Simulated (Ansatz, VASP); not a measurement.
One calculation of TiO2, two programs

```
Ti O
1.0
    -4.35076    4.35076    1.96306
     4.35076   -4.35076    1.96306
     4.35076    4.35076   -1.96306
Ti O
4 8
Direct
  0.29228 0.99714 0.28943
  0.00286 0.29228 0.29514
  0.99714 0.70772 0.70486
  0.70772 0.00286 0.71057
  0.49886 0.84922 0.34808
  0.16166 0.15960 0.32126
  0.15078 0.49886 0.64965
  0.15960 0.83834 0.99794
  0.84040 0.16166 0.00206
  0.84922 0.50114 0.35035
  0.83834 0.84040 0.67874
  0.50114 0.15078 0.65192
```

Alike in both runs: task single point; functional PBE; k mesh 6 × 6 × 6; occupations fermi-dirac, width 0.05 eV; no spin polarisation.

|  | VASP | Ansatz |
| --- | --- | --- |
| version | VASP 6.6.1 | Ansatz 0.2.0 |
| potentials or method | VASP PAW PBE potentials, release 64 (Ti_sv, O) | Ansatz PAW |
| plane-wave cutoff (eV) | 520 | 420 |
| valence electrons in the cell | 96 | 96 |

```csv
,VASP,Ansatz,Ansatz less VASP
gap on the k mesh at the Fermi level (eV),1.62,1.64,+0.020
least direct gap on the mesh (eV),2.22,2.24,+0.019
pressure (GPa),-3.0,-3.6,-0.56
"traceless stress, the component that is largest in VASP (GPa)",-7.10,-6.85,+0.252
rms of the force components (eV/Å),0.245,0.218,-0.0267
```

Atom by atom the forces differ by 0.030 eV/Å (rms over components). With one functional, cell and mesh, what is left measures potentials, basis and numerics.
